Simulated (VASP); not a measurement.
# SiNi3: single point with PBEsol

The system is SiNi3.

```
Si Ni
1.0
     3.46125    0.00000    0.00000
     0.00000    3.46125    0.00000
     0.00000    0.00000    3.46125
Si Ni
1 3
Direct
  0.00000 0.00000 0.98267
  0.00000 0.50000 0.50000
  0.50000 0.00000 0.50000
  0.50000 0.50000 0.00000
```

This cell differs from its parent crystal: atom 1 (Si) moved -0.060 Å along Cartesian [0 0 1].

```yaml
Program: VASP 6.6.1
Task: single point
Functional: PBEsol
Potentials_or_basis: VASP PAW PBE potentials, release 64 (Si, Ni)
Cutoff: 520 eV
k_mesh: 14 × 14 × 14
Occupations: gaussian, width 0.15 eV
Spin: no spin polarisation
```

```json
{
  "Pressure": "0.3 GPa",
  "Largest force": "0.370 eV/Å",
  "Band gap on the k mesh": "zero (bands 17 and 18 overlap by 0.25 eV)"
}
```

Forces on the atoms (eV/Å):
```
Si   0.000  0.000  0.370
Ni   0.000  0.000 -0.200
Ni   0.000  0.000 -0.200
Ni   0.000  0.000  0.031
```

Stress tensor (GPa, compression positive):
```
0.27 0.00 0.00
0.00 0.27 0.00
0.00 0.00 0.35
```

Levels at points of the mesh, in eV from the Fermi level:
```tsv
k point	band 14	band 15	band 16	band 17	band 18	band 19	band 20	band 21
(0.00, 0.00, 0.00)	-0.66	-0.65	-0.32	0.02	0.02	0.02	5.18	6.48
(0.50, 0.00, 0.00)	-1.38	-1.23	-0.59	0.02	3.74	3.76	5.32	5.33
(0.00, 0.00, 0.50)	-1.37	-1.23	-0.59	0.02	3.76	3.76	5.32	5.32
(0.50, 0.50, 0.00)	-1.52	-1.19	-1.09	-1.03	0.68	0.68	5.71	6.66
(0.00, 0.50, 0.50)	-1.52	-1.19	-1.09	-1.02	0.68	0.69	5.84	6.52
(0.50, 0.50, 0.50)	-1.33	-1.32	-0.53	-0.23	-0.23	-0.23	1.38	4.16
```

Run time: 3.4 min on 1 thread of Intel Xeon 6975P-C (shared host), peak memory 0.35 GiB.

Caveat: the cell differs from its parent crystal (atom 1 (Si) moved -0.060 Å along Cartesian [0 0 1]); the PAW data sets were made with another functional, which shifts forces and pressure a little. Spin polarisation is off, so any magnetic state and its effect on volume and gap are missing.
